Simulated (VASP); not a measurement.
Set up this calculation in VASP 6.6.1, as the native input.

```yaml
Task: single point
Functional: PBEsol
Potentials_or_basis: VASP PAW PBE potentials, release 64 (Tl_d)
Cutoff: 520 eV
k_mesh: 18 × 18 × 10
Occupations: gaussian, width 0.15 eV
Spin: no spin polarisation
Dipole_correction: no
Further_INCAR_settings: ALGO = Fast; EDIFF = 1e-07; NBANDS = 20
```

The structure of Tl lies in POSCAR:

```
Tl
1.0
    3.1795184880      0.0000000000      0.0000000000
   -1.5897592440      2.7535437824      0.0000000000
    0.0000000000      0.0000000000      5.3040000000
Tl
2
Direct
    0.3333333333      0.6666666667      0.2500000000
    0.6666666667      0.3333333333      0.7500000000
```

This cell differs from its parent crystal: strain -0.080 along x and y, -0.040 along z.

One way to write it, as run:

INCAR

```
SYSTEM = Tl
  PREC = Accurate
  ENCUT = 520
  EDIFF = 1E-7
  ISMEAR = 0
  SIGMA = 0.15
  LREAL = .FALSE.
  LASPH = .TRUE.
  NELM = 80
  ALGO = Fast
  ISIF = 2
  LWAVE = .FALSE.
  LCHARG = .FALSE.
  GGA = PS
  NBANDS = 20
```

KPOINTS

```
regular mesh
0
G
  18 18 10
  0 0 0
```

Potentials or basis: VASP PAW PBE potentials, release 64 (Tl_d).

Command:

```bash
$ cat potpaw_PBE.64/Tl_d/POTCAR > POTCAR
$ mpirun -np 1 vasp_std > vasp.out
```

It gave:

| Quantity | Value |
| --- | --- |
| Pressure | 13.2 GPa |
| Band gap on the k mesh | zero (band 13 reaches 12.71 eV, above the bottom of band 14 at 5.81 eV) |

Caveat: the cell differs from its parent crystal (strain -0.080 along x and y, -0.040 along z); the PAW data sets were made with another functional, which shifts forces and pressure a little; spin-orbit coupling is left out, which moves the levels of the heavy elements.

It took 3 min on 1 thread of Oxide Virtual Turin-like Processor (shared host), peak memory 0.25 GiB.
